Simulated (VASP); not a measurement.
# Re (P-3m1) in VASP: further runs, part 2 of 2

VASP 6.6.1.

## (3) Single point, PBE (atoms displaced along a vibrational mode, the cell strained)

File INCAR:

```
SYSTEM = Re
  PREC = Accurate
  ENCUT = 520
  EDIFF = 1E-7
  ISMEAR = 0
  SIGMA = 0.15
  LREAL = .FALSE.
  LASPH = .TRUE.
  NELM = 100
  ALGO = Normal
  ISIF = 2
  LWAVE = .FALSE.
  LCHARG = .FALSE.
  GGA = PE
  NBANDS = 14
```

File KPOINTS:

```
regular mesh
0
G
  18 18 10
  0 0 0
```

File POSCAR:

```
Re
1.0
    2.7007363475      0.0000000000      0.0000000000
   -1.3503681738      2.3389062859      0.0000000000
    0.0000000000      0.0000000000      4.4842238099
Re
2
Direct
    0.3333333333      0.6666666667      0.2283240079
    0.6666666667      0.3333333333      0.7716759921
```

Potentials or basis: VASP PAW PBE potentials, release 64 (Re).

Started as:

```bash
> cat potpaw_PBE.64/Re/POTCAR > POTCAR
> mpirun -np 1 vasp_std > vasp.out
```

OUTCAR:

```text
SYSTEM = Re
   PREC = Accurate
   ENCUT = 520
   EDIFF = 1E-7
   ISMEAR = 0
   LREAL = .FALSE.
   LASPH = .TRUE.
   NELM = 100
   ISIF = 2
   GGA = PE

 ion  position               nearest neighbor table
   1  0.333  0.667  0.228-   2 2.57   2 2.57   2 2.57   2 2.89   2 2.89   2 2.89
   2  0.667  0.333  0.772-   1 2.57   1 2.57   1 2.57   1 2.89   1 2.89   1 2.89

  LATTYP: Found a hexagonal cell.
 ALAT       =     2.7007363475
 C/A-ratio  =     1.6603708148

  Lattice vectors:

 A1 = (   2.7007363475,   0.0000000000,   0.0000000000)
 A2 = (  -1.3503681738,   2.3389062859,   0.0000000000)
 A3 = (   0.0000000000,   0.0000000000,   4.4842238099)

Analysis of symmetry for initial positions (statically):
=====================================================================
 Subroutine PRICEL returns:
 Original cell was already a primitive cell.

 Routine SETGRP: Setting up the symmetry group for a
 hexagonal supercell.

 Subroutine GETGRP returns: Found 12 space group operations
 (whereof 12 operations were pure point group operations)
 out of a pool of 24 trial point group operations.

The static configuration has the point symmetry D_3d.

Analysis of symmetry for dynamics (positions and initial velocities):
=====================================================================
 Subroutine PRICEL returns:
 Original cell was already a primitive cell.

 Routine SETGRP: Setting up the symmetry group for a
 hexagonal supercell.

 Subroutine GETGRP returns: Found 12 space group operations
 (whereof 12 operations were pure point group operations)
 out of a pool of 24 trial point group operations.

The dynamic configuration has the point symmetry D_3d.

 Subroutine INISYM returns: Found 12 space group operations
 (whereof 12 operations are pure point group operations),
 and found     1 'primitive' translations

----------------------------------------------------------------------------------------

                                     Primitive cell

[... 119 lines left out ...]
   LEPSILON=     F    determine dielectric tensor
   LRPA    =     F    only Hartree local field effects (RPA)
 non-spin polarized calculation
 Gauss-broadening in eV      SIGMA  =   0.15
  energy-cutoff  :      520.00
  volume of cell :       28.33
 maximum number of plane-waves:       777
   NGX =  9   NGY =  9   NGZ = 17

 number of electron      13.9999999 magnetization

 Free energy of the ion-electron system (eV)
  ---------------------------------------------------
  ext. energy  EPLUGINS =         0.00000000
  ---------------------------------------------------
  free energy    TOTEN  =       -24.58273613 eV

  energy without entropy =      -24.57189998  energy(sigma->0) =      -24.57731806

 E-fermi :   8.2986     XC(G=0): -13.9109

 val. band max:        8.2876018075   @ k =   0.4444   0.1111   0.2000
 cond. band min:       8.3044196996   @ k =   0.0000   0.2222   0.3000
 fundamental gap:      0.0168178921
 Fermi energy:         8.2986265935

 k-point     1 :       0.0000    0.0000    0.0000
  band No.  band energies     occupation
      1      -1.7440      2.00000
      2       1.3167      2.00000
      3       6.3312      2.00000
      4       6.5797      2.00000
      5       6.5797      2.00000
      6       7.2486      2.00000
      7       7.2486      2.00000
      8       9.0477      0.00000
      9       9.0477      0.00000
     10       9.1263      0.00000
     11      12.1242      0.00000
     12      12.1242      0.00000
     13      17.7507      0.00000
     14      22.6187      0.00000
[... 377 lines left out ...]
      1       2.3247      2.00000
      2       2.6478      2.00000
      3       2.9948      2.00000
      4       6.0076      2.00000
      5       6.3720      2.00000
      6       6.8472      2.00000
      7       7.6620      2.00000
      8      11.7659      0.00000
      9      12.3654      0.00000
     10      12.7078      0.00000
     11      14.5476      0.00000
     12      17.4700      0.00000
     13      18.6837      0.00000
     14      20.0670      0.00000

 [... further k-points ...]

------------------------ aborting loop because EDIFF is reached ----------------------------------------

  FORCE on cell =-STRESS in cart. coord.  units (eV):
  Direction    XX          YY          ZZ          XY          YZ          ZX
  --------------------------------------------------------------------------------------
  -------------------------------------------------------------------------------------
  Total        5.7680358      5.7680358      4.0011046     -0.0000000     -0.0000000     -0.0000000
  in kB      326.2542942    326.2542943    226.3123197     -0.0000000     -0.0000000     -0.0000000
  external PRESSURE =     292.9403027 kB  Pullay stress =       0.0000000 kB

 VOLUME and BASIS-vectors are now :
 -----------------------------------------------------------------------------
  energy-cutoff  :      520.00
  volume of cell :       28.33
      direct lattice vectors                 reciprocal lattice vectors
     2.700736347  0.000000000  0.000000000     0.370269390  0.213775132  0.000000000
    -1.350368174  2.338906286  0.000000000     0.000000000  0.427550264  0.000000000
     0.000000000  0.000000000  4.484223810     0.000000000  0.000000000  0.223004034

 POSITION                                       TOTAL-FORCE (eV/Angst)
 -----------------------------------------------------------------------------------
     -0.00000      1.55927      1.02386         0.000000     -0.000000      2.069807
      1.35037      0.77964      3.46037        -0.000000      0.000000     -2.069807
 -----------------------------------------------------------------------------------
    total drift:                                0.000000     -0.000000      0.000000

  FREE ENERGIE OF THE ION-ELECTRON SYSTEM (eV)
  ---------------------------------------------------
  free  energy   TOTEN  =       -24.5827361281 eV

  energy  without entropy=      -24.5718999839  energy(sigma->0) =      -24.57731806
```

Run time: 60 s. Hardware: 1 thread of Intel Xeon 6975P-C (Granite Rapids), shared host; peak memory 0.23 GiB.

What came out:

* Free energy: -24.5827 eV
* Pressure: 29.3 GPa
* Largest force: 2.070 eV/Å
* Band gap on the k mesh: zero (bands 7 and 8 overlap by 3.40 eV)

Forces on the atoms (eV/Å):
```
Re   0.000  0.000  2.070
Re   0.000  0.000 -2.070
```

Stress tensor (GPa, compression positive):
```
32.63  0.00  0.00
 0.00 32.63  0.00
 0.00  0.00 22.63
```

Caveat: the cell differs from its parent crystal (atoms displaced along a vibrational mode, the cell strained); the stress differs along the axes, from 23 to 33 GPa; spin-orbit coupling is left out, which moves the levels of the heavy elements; forces of over 1 eV/Å act on the atoms, so gaps and moduli don't describe the material at rest.

## (4) Single point, PBE (atoms displaced along a vibrational mode, the cell strained)

File INCAR:

```
SYSTEM = Re
PREC = Accurate ; ENCUT = 520
EDIFF = 1E-6 ; ISMEAR = 0
SIGMA = 0.15 ; LREAL = .FALSE.
LASPH = .TRUE. ; NELM = 80
ALGO = Normal ; ISIF = 2
LWAVE = .FALSE. ; LCHARG = .TRUE.
GGA = PE ; LELF = .TRUE.
LVHAR = .TRUE. ; NBANDS = 14
```

KPOINTS is that of step 3.

File POSCAR:

```
Re
1.0
    2.7007363475      0.0000000000      0.0000000000
   -1.3503681738      2.3389062859      0.0000000000
    0.0000000000      0.0000000000      4.4842238099
Re
2
Direct
    0.3333333333      0.6666666667      0.2066480157
    0.6666666667      0.3333333333      0.7933519843
```

Started as:

```bash
> cat potpaw_PBE.64/Re/POTCAR > POTCAR
> mpirun -np 1 vasp_std > vasp.out
```

It took 55 s on 1 thread of Intel Xeon 6975P-C (Granite Rapids), shared host; peak memory 0.23 GiB.

The run converged. Its results:

| Item | Value |
| --- | --- |
| Free energy | -23.7376 eV |
| Pressure | 52.3 GPa |
| Largest force | 6.899 eV/Å |
| Band gap on the k mesh | zero (bands 7 and 8 overlap by 3.15 eV) |

Forces in eV/Å, atoms in the order of the input:
```
Re   0.000  0.000  6.899
Re   0.000  0.000 -6.899
```

Stress tensor (GPa, compression positive):
```
49.74  0.00  0.00
 0.00 49.74  0.00
 0.00  0.00 57.52
```

Levels at points of the mesh, in eV from the Fermi level:
| k point | band 3 | band 4 | band 5 | band 6 | band 7 | band 8 | band 9 | band 10 | band 11 | band 12 |
| --- | --- | --- | --- | --- | --- | --- | --- | --- | --- | --- |
| (0.00, 0.00, 0.00) | -2.23 | -2.23 | -1.96 | -1.81 | -1.81 | 1.23 | 1.23 | 1.89 | 4.36 | 4.36 |
| (0.50, 0.00, 0.00) | -5.45 | -2.31 | -1.34 | -1.23 | -0.21 | 4.26 | 4.51 | 5.60 | 6.55 | 7.73 |
| (0.00, 0.00, 0.50) | -4.07 | -2.36 | -2.36 | -2.16 | -2.16 | -0.06 | 2.27 | 2.27 | 4.20 | 4.20 |
| (0.50, 0.00, 0.50) | -5.40 | -3.01 | -1.37 | 1.23 | 1.51 | 2.50 | 3.41 | 4.36 | 5.18 | 6.35 |

Caveat: the cell differs from its parent crystal (atoms displaced along a vibrational mode, the cell strained); the stress differs along the axes, from 50 to 58 GPa; spin-orbit coupling is left out, which moves the levels of the heavy elements; forces of over 1 eV/Å act on the atoms, so gaps and moduli don't describe the material at rest.

## (5) The runs side by side

| cell | gap on the mesh (eV) | pressure (GPa) | largest force (eV/Å) |
| --- | --- | --- | --- |
| as given, atomic positions A | none | 70.3 | 9.73 |
| as given, atomic positions B | none | 29.3 | 2.07 |
| as given, atomic positions C | none | 52.3 | 6.90 |

Alike in all rows: task single point; level PBE; potentials or basis VASP PAW PBE potentials, release 64 (Re); no spin polarisation; k mesh 18 × 18 × 10; cutoff (eV) 520; smearing gaussian 0.15 eV.

Caveats: spin-orbit coupling is left out, which moves the levels of the heavy elements; forces of over 1 eV/Å act on the atoms, so gaps and moduli don't describe the material at rest; the stress differs along the axes, from 66 to 79 GPa (at least some runs); the stress differs along the axes, from 23 to 33 GPa (at least some runs); the stress differs along the axes, from 50 to 58 GPa (at least some runs).

Absolute energies hang on the potentials; compare differences alone.
